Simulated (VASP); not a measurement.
# Al (Fd-3m) in VASP: notebook

Al is run at these levels: PBEsol; tasks: single point.

Everything below comes from runs of VASP 6.6.1. Logs are shortened: lines on timing, memory, paths and dates and some standing lists are left out, and cuts for length are marked.

### 1 The cell of the first run

Symmetry: Fd-3m, No. 227, cubic system. The conventional cell has a = 5.952 Å, b = 5.952 Å, c = 5.952 Å, α = 90.00°, β = 90.00°, γ = 90.00°. Within 3.4 Å of Al (site symmetry -43m) lie 4 Al at 2.58 Å.

This isn't the form of Al at room conditions, which is fcc.

### 2 Single point, PBEsol

Contents of INCAR:

```
SYSTEM = Al
ALGO = Normal ; EDIFF = 1E-6
ENCUT = 500 ; GGA = PS
GGA_COMPAT = .FALSE. ; ISIF = 2
ISMEAR = 0 ; LASPH = .TRUE.
LCHARG = .FALSE. ; LREAL = .FALSE.
LWAVE = .FALSE. ; NBANDS = 10
NELM = 120 ; PREC = Accurate
SIGMA = 0.1
```

Contents of KPOINTS:

```
k-points
0
G
  13 13 13
  0 0 0
```

Contents of POSCAR:

```
Al
1.0
    0.0000000000      2.9761334255      2.9761334255
    2.9761334255      0.0000000000      2.9761334255
    2.9761334255      2.9761334255      0.0000000000
Al
2
Direct
    1.0000000000      1.0000000000      1.0000000000
    0.2500000000      0.2500000000      0.2500000000
```

Potentials or basis: VASP PAW PBE potentials, release 64 (Al).

Run with:

```bash
cat potpaw_PBE.64/Al/POTCAR > POTCAR
mpirun -np 1 vasp_std > vasp.out
```

OUTCAR:

```text
SYSTEM = Al
   EDIFF = 1E-6
   ENCUT = 500
   GGA = PS
   ISIF = 2
   ISMEAR = 0
   LASPH = .TRUE.
   LREAL = .FALSE.
   NELM = 120
   PREC = Accurate

 ion  position               nearest neighbor table
   1  0.000  0.000  0.000-   2 2.58   2 2.58   2 2.58   2 2.58
   2  0.250  0.250  0.250-   1 2.58   1 2.58   1 2.58   1 2.58

  LATTYP: Found a face centered cubic cell.
 ALAT       =     5.9522668510

  Lattice vectors:

 A1 = (   0.0000000000,   2.9761334255,   2.9761334255)
 A2 = (   2.9761334255,   0.0000000000,   2.9761334255)
 A3 = (   2.9761334255,   2.9761334255,   0.0000000000)

Analysis of symmetry for initial positions (statically):
=====================================================================
 Subroutine PRICEL returns:
 Original cell was already a primitive cell.

 Routine SETGRP: Setting up the symmetry group for a
 face centered cubic supercell.

 Subroutine GETGRP returns: Found 48 space group operations
 (whereof 24 operations were pure point group operations)
 out of a pool of 48 trial point group operations.

The static configuration has the point symmetry T_d .
 The point group associated with its full space group is O_h .

Analysis of symmetry for dynamics (positions and initial velocities):
=====================================================================
 Subroutine PRICEL returns:
 Original cell was already a primitive cell.

 Routine SETGRP: Setting up the symmetry group for a
 face centered cubic supercell.

 Subroutine GETGRP returns: Found 48 space group operations
 (whereof 24 operations were pure point group operations)
 out of a pool of 48 trial point group operations.

The dynamic configuration has the point symmetry T_d .
 The point group associated with its full space group is O_h .

 Subroutine INISYM returns: Found 48 space group operations
 (whereof 24 operations are pure point group operations),
 and found     1 'primitive' translations

----------------------------------------------------------------------------------------

                                     Primitive cell

  volume of cell :      52.7214

  direct lattice vectors                    reciprocal lattice vectors
     0.000000000  2.976133426  2.976133426    -0.168003220  0.168003220  0.168003220
     2.976133426  0.000000000  2.976133426     0.168003220 -0.168003220  0.168003220
[... 90 lines left out ...]
   NFREE  =      0    steps in history (QN), initial steepest desc. (CG)
   ISIF   =      2    stress and relaxation
   ISYM   =      2    0-nonsym 1-usesym 2-fastsym
   POTIM  = 0.5000    time-step for ionic-motion
   TEBEG  =    0.0;   TEEND  =   0.0 temperature during run
   PSTRESS=    0.0 pullay stress
   NELECT =       6.0000    total number of electrons
   NUPDOWN=      -1.0000    fix difference up-down
   EMIN   =  10.00;   EMAX   =-10.00  energy-range for DOS
   EFERMI =   0.00;   METHOD = LEGACY
   ISMEAR =     0;   SIGMA  =   0.10  broadening in eV -4-tet -1-fermi 0-gaus
   EFERMI_NEDOS =   21; number of points for ismear=-14 and -15
   IALGO  =     38    algorithm
   IMIX   =      4    mixing-type and parameters
     AMIX     =   0.40;   BMIX     =  1.00
     AMIX_MAG =   1.60;   BMIX_MAG =  1.00
  volume/ion in A,a.u.               =      26.36       177.89
  Fermi-wavevector in a.u.,A,eV,Ry     =   0.793346  1.499207  8.563486  0.629398
  Thomas-Fermi vector in A             =   1.899264
   LORBIT       =      0    0 simple, 1 ext, 2 COOP (PROOUT), +10 PAW based schemes
   GGA     = PS    functional components
   LHFCALC =     F    Hartree Fock is set to
   AEXX    =    0.0000 exact exchange contribution
   IVDW    =     0    specifies the selected vdW correction
   LEPSILON=     F    determine dielectric tensor
   LRPA    =     F    only Hartree local field effects (RPA)
 non-spin polarized calculation
 Gauss-broadening in eV      SIGMA  =   0.10
  energy-cutoff  :      500.00
  volume of cell :       52.72
 maximum number of plane-waves:      1363
   NGX = 15   NGY = 15   NGZ = 15

 number of electron       6.0000000 magnetization

 Free energy of the ion-electron system (eV)
  ---------------------------------------------------
  ext. energy  EPLUGINS =         0.00000000
  ---------------------------------------------------
  free energy    TOTEN  =        -6.50229348 eV

  energy without entropy =       -6.49367962  energy(sigma->0) =       -6.49798655

 E-fermi :   3.0206     XC(G=0):  -8.3964

 val. band max:        2.9991821003   @ k =  -0.4615   0.3077   0.1538
 cond. band min:       3.0290048486   @ k =  -0.4615   0.1538   0.0769
 fundamental gap:      0.0298227484
 Fermi energy:         3.0206297528

 k-point     1 :       0.0000    0.0000    0.0000
  band No.  band energies     occupation
      1      -5.0180      2.00000
      2       5.2389      0.00000
      3       5.2389      0.00000
      4       5.2389      0.00000
      5       7.0655      0.00000
      6       7.0655      0.00000
      7       7.0655      0.00000
      8       8.6858      0.00000
      9      10.9408      0.00000
     10      11.0137      0.00000
[... 287 lines left out ...]
 k-point    24 :       0.4615    0.1538    0.0000
  band No.  band energies     occupation
      1      -3.0280      2.00000
      2      -0.2490      2.00000
      3       2.9814      1.42056
      4       3.6341      0.00000
      5       6.4365      0.00000
      6       8.3084      0.00000
      7       8.6058      0.00000
      8       9.8942      0.00000
      9      12.2625      0.00000
     10      13.7014      0.00000

 [... further k-points ...]

------------------------ aborting loop because EDIFF is reached ----------------------------------------

  FORCE on cell =-STRESS in cart. coord.  units (eV):
  Direction    XX          YY          ZZ          XY          YZ          ZX
  --------------------------------------------------------------------------------------
  -------------------------------------------------------------------------------------
  Total        0.3104214      0.3104214      0.3104214     -0.0000000     -0.0000000      0.0000000
  in kB        9.4335488      9.4335488      9.4335488     -0.0000000     -0.0000000      0.0000000
  external PRESSURE =       9.4335488 kB  Pullay stress =       0.0000000 kB

 VOLUME and BASIS-vectors are now :
 -----------------------------------------------------------------------------
  energy-cutoff  :      500.00
  volume of cell :       52.72
      direct lattice vectors                 reciprocal lattice vectors
     0.000000000  2.976133426  2.976133426    -0.168003220  0.168003220  0.168003220
     2.976133426  0.000000000  2.976133426     0.168003220 -0.168003220  0.168003220
     2.976133426  2.976133426  0.000000000     0.168003220  0.168003220 -0.168003220

 POSITION                                       TOTAL-FORCE (eV/Angst)
 -----------------------------------------------------------------------------------
      0.00000      0.00000      0.00000         0.000000     -0.000000     -0.000000
      1.48807      1.48807      1.48807        -0.000000      0.000000      0.000000
 -----------------------------------------------------------------------------------
    total drift:                               -0.000000     -0.000000      0.000000

  FREE ENERGIE OF THE ION-ELECTRON SYSTEM (eV)
  ---------------------------------------------------
  free  energy   TOTEN  =        -6.5022934773 eV

  energy  without entropy=       -6.4936796195  energy(sigma->0) =       -6.49798655
```

OSZICAR:

```text
N       E                     dE             d eps       ncg     rms          rms(c)
DAV:   1    -0.743744031124E-01   -0.74374E-01   -0.18724E+03  1696   0.400E+02
DAV:   2    -0.636963341356E+01   -0.62953E+01   -0.61104E+01  2244   0.472E+01
DAV:   3    -0.651041591105E+01   -0.14078E+00   -0.13946E+00  2116   0.603E+00
DAV:   4    -0.651192820747E+01   -0.15123E-02   -0.15120E-02  2014   0.733E-01
DAV:   5    -0.651195957219E+01   -0.31365E-04   -0.31364E-04  2046   0.999E-02    0.169E+00
DAV:   6    -0.650623757249E+01    0.57220E-02   -0.19938E-03  1954   0.198E-01    0.102E+00
DAV:   7    -0.650227795382E+01    0.39596E-02   -0.53968E-03  1862   0.338E-01    0.125E-01
DAV:   8    -0.650229014422E+01   -0.12190E-04   -0.24748E-04  1904   0.807E-02    0.632E-02
DAV:   9    -0.650229335314E+01   -0.32089E-05   -0.91646E-06  2004   0.175E-02    0.128E-02
DAV:  10    -0.650229347726E+01   -0.12412E-06   -0.44079E-07  1052   0.447E-03
   1 F= -.65022935E+01 E0= -.64979865E+01  d E =-.861386E-02
```

Wall time 16 s (1 thread of Intel Xeon Platinum 8259CL at 2.50GHz (Skylake/Cascade Lake), shared host); peak memory 0.18 GiB.

What came out:

```
Free energy            : -6.5023 eV
Pressure               : 0.9 GPa
Band gap on the k mesh : zero (bands 3 and 4 overlap by 3.42 eV)
```

Levels at points of the mesh, in eV from the Fermi level:
```
           k point  band 1  band 2  band 3  band 4  band 5  band 6
(0.00, 0.00, 0.00)   -8.04    2.22    2.22    2.22    4.04    4.04
```

Caveat: the PAW data sets were made with another functional, which shifts forces and pressure a little.

### 3 Single point, PBEsol

This run uses another cell than the first one, of 26.90 Å³/atom.

Contents of INCAR:

```
SYSTEM = Al
PREC = Accurate
ENCUT = 500
EDIFF = 1E-6
ISMEAR = 0
SIGMA = 0.1
LREAL = .FALSE.
LASPH = .TRUE.
NELM = 120
ALGO = Normal
ISIF = 2
LWAVE = .FALSE.
LCHARG = .TRUE.
GGA = PS
LELF = .TRUE.
LVHAR = .TRUE.
NBANDS = 10
GGA_COMPAT = .FALSE.
```

Contents of KPOINTS:

```
Automatic mesh
0
G
  13 13 13
  0 0 0
```

Contents of POSCAR:

```
Al
1.0
    0.0000000000      2.9962430452      2.9962430452
    2.9962430452      0.0000000000      2.9962430452
    2.9962430452      2.9962430452      0.0000000000
Al
2
Direct
    1.0000000000      1.0000000000      1.0000000000
    0.2500000000      0.2500000000      0.2500000000
```

Potentials or basis: VASP PAW PBE potentials, release 64 (Al).

Run with:

```bash
cat potpaw_PBE.64/Al/POTCAR > POTCAR
mpirun -np 1 vasp_std > vasp.out
```

OUTCAR:

```text
SYSTEM = Al
   PREC = Accurate
   ENCUT = 500
   EDIFF = 1E-6
   ISMEAR = 0
   LREAL = .FALSE.
   LASPH = .TRUE.
   NELM = 120
   ISIF = 2
   GGA = PS

 ion  position               nearest neighbor table
   1  0.000  0.000  0.000-   2 2.59   2 2.59   2 2.59   2 2.59
   2  0.250  0.250  0.250-   1 2.59   1 2.59   1 2.59   1 2.59

  LATTYP: Found a face centered cubic cell.
 ALAT       =     5.9924860904

  Lattice vectors:

 A1 = (   0.0000000000,   2.9962430452,   2.9962430452)
[... 499 lines left out ...]

------------------------ aborting loop because EDIFF is reached ----------------------------------------

  FORCE on cell =-STRESS in cart. coord.  units (eV):
  Direction    XX          YY          ZZ          XY          YZ          ZX
  --------------------------------------------------------------------------------------
  -------------------------------------------------------------------------------------
  Total        0.0317097      0.0317097      0.0317097     -0.0000000      0.0000000      0.0000000
  in kB        0.9443697      0.9443697      0.9443697     -0.0000000      0.0000000      0.0000000
  external PRESSURE =       0.9443697 kB  Pullay stress =       0.0000000 kB

 VOLUME and BASIS-vectors are now :
 -----------------------------------------------------------------------------
  energy-cutoff  :      500.00
  volume of cell :       53.80
      direct lattice vectors                 reciprocal lattice vectors
     0.000000000  2.996243045  2.996243045    -0.166875648  0.166875648  0.166875648
     2.996243045  0.000000000  2.996243045     0.166875648 -0.166875648  0.166875648
     2.996243045  2.996243045  0.000000000     0.166875648  0.166875648 -0.166875648

 POSITION                                       TOTAL-FORCE (eV/Angst)
 -----------------------------------------------------------------------------------
      0.00000      0.00000      0.00000        -0.000000     -0.000000      0.000000
      1.49812      1.49812      1.49812         0.000000      0.000000     -0.000000
 -----------------------------------------------------------------------------------
    total drift:                               -0.000000     -0.000000      0.000000

  FREE ENERGIE OF THE ION-ELECTRON SYSTEM (eV)
  ---------------------------------------------------
  free  energy   TOTEN  =        -6.5057460716 eV

  energy  without entropy=       -6.4968649418  energy(sigma->0) =       -6.50130551
```

OSZICAR:

```text
N       E                     dE             d eps       ncg     rms          rms(c)
DAV:   1     0.312163001817E+00    0.31216E+00   -0.18766E+03  1680   0.395E+02
DAV:   2    -0.635245164555E+01   -0.66646E+01   -0.64331E+01  2352   0.496E+01
DAV:   3    -0.651250053124E+01   -0.16005E+00   -0.15749E+00  2116   0.616E+00
DAV:   4    -0.651410574020E+01   -0.16052E-02   -0.16049E-02  2020   0.730E-01
DAV:   5    -0.651414049422E+01   -0.34754E-04   -0.34754E-04  2052   0.101E-01    0.165E+00
DAV:   6    -0.650929410767E+01    0.48464E-02   -0.16521E-03  1948   0.184E-01    0.100E+00
DAV:   7    -0.650572578853E+01    0.35683E-02   -0.46262E-03  1872   0.318E-01    0.125E-01
DAV:   8    -0.650574362001E+01   -0.17831E-04   -0.22148E-04  1888   0.765E-02    0.529E-02
DAV:   9    -0.650574597652E+01   -0.23565E-05   -0.81403E-06  2050   0.167E-02    0.122E-02
DAV:  10    -0.650574607156E+01   -0.95038E-07   -0.64079E-07  1080   0.488E-03
   1 F= -.65057461E+01 E0= -.65013055E+01  d E =-.888113E-02
```

Run time: 18 s. Hardware: 1 thread of Intel Xeon Platinum 8259CL at 2.50GHz (Skylake/Cascade Lake), shared host; peak memory 0.18 GiB.

Results:

```
Free energy            : -6.5057 eV
Pressure               : 0.1 GPa
Band gap on the k mesh : zero (bands 3 and 4 overlap by 3.34 eV)
```

Levels at points of the mesh, in eV from the Fermi level:
| k point | band 1 | band 2 | band 3 | band 4 | band 5 | band 6 | band 7 |
| --- | --- | --- | --- | --- | --- | --- | --- |
| (0.00, 0.00, 0.00) | -7.95 | 2.18 | 2.18 | 2.18 | 4.01 | 4.01 | 4.01 |

Caveat: the PAW data sets were made with another functional, which shifts forces and pressure a little.
